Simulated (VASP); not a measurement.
Here is a VASP 6.6.1 calculation.

File INCAR:

```
SYSTEM = Rh
  PREC = Accurate
  ENCUT = 520
  EDIFF = 1E-6
  ISMEAR = -1
  SIGMA = 0.1
  LREAL = .False.
  LASPH = .True.
  NELM = 80
  ALGO = Normal
  ISIF = 2
  LWAVE = .False.
  LCHARG = .False.
  GGA = PE
  NBANDS = 22
```

The input KPOINTS:

```
regular mesh
0
Gamma
  18 18 10
  0 0 0
```

POSCAR

```
Rh
1.0
    2.3909160360      0.0000000000      0.0000000000
   -1.1954580180      2.0705940255      0.0000000000
    0.0000000000      0.0000000000      3.8801047452
Rh
2
Direct
    0.3333333333      0.6666666667      0.2500000000
    0.6666666667      0.3333333333      0.7500000000
```

Potentials or basis: VASP PAW PBE potentials, release 64 (Rh_pv).

Command:

```console
$ cat potpaw_PBE.64/Rh_pv/POTCAR > POTCAR
$ mpirun -np 1 vasp_std > vasp.out
```

What does it give for the band gap on the k mesh?

Zero (bands 15 and 16 overlap by 4.19 eV).

Predict the pressure.

257.3 GPa.

Stress tensor (GPa, compression positive):
```
257.23   0.00   0.00
  0.00 257.23   0.00
  0.00   0.00 257.38
```

Caveat: the cell stands under pressure.
